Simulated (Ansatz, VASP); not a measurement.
# WC: VASP beside Ansatz

```
W C
1.0
     2.90050    0.00000    0.00000
    -1.45025    2.51191    0.00000
     0.00000    0.00000    2.82900
W C
1 1
Cartesian
  0.0000 0.0000 -0.3000
  1.4503 0.8373 1.4145
```

Change from the starting cell: all W atoms moved -0.300 Å, as atom 1 along Cartesian [0 0 1].

Alike in both runs: task single point; functional PBEsol; k mesh 6 × 6 × 6; occupations gaussian, width 0.15 eV; no spin polarisation.

|  | VASP | Ansatz |
| --- | --- | --- |
| version | VASP 6.6.1 | Ansatz 0.2.0 |
| potentials or method | VASP PAW PBE potentials, release 64 (W_sv, C), cutoff 520 eV | scalar-relativistic, plane waves, PAW |
| valence electrons in the cell | 18 | 18 |

```tsv
	VASP	Ansatz	Ansatz less VASP
gap on the k mesh at the Fermi level (eV)	none	none	-
pressure (GPa)	20.7	19.2	-1.52
traceless stress, the component that is largest in VASP (GPa)	1.91	1.83	-0.080
rms of the force components (eV/Å)	2.928	2.896	-0.0316
```

VASP's potentials were made for PBE, not for PBEsol. Atom by atom the forces differ by 0.032 eV/Å (rms over components). A gap of «none» marks a metal or a gap that the smearing closes.

The k mesh is coarse, so the values compare programs but aren't converged. Neither program's run includes spin-orbit coupling.
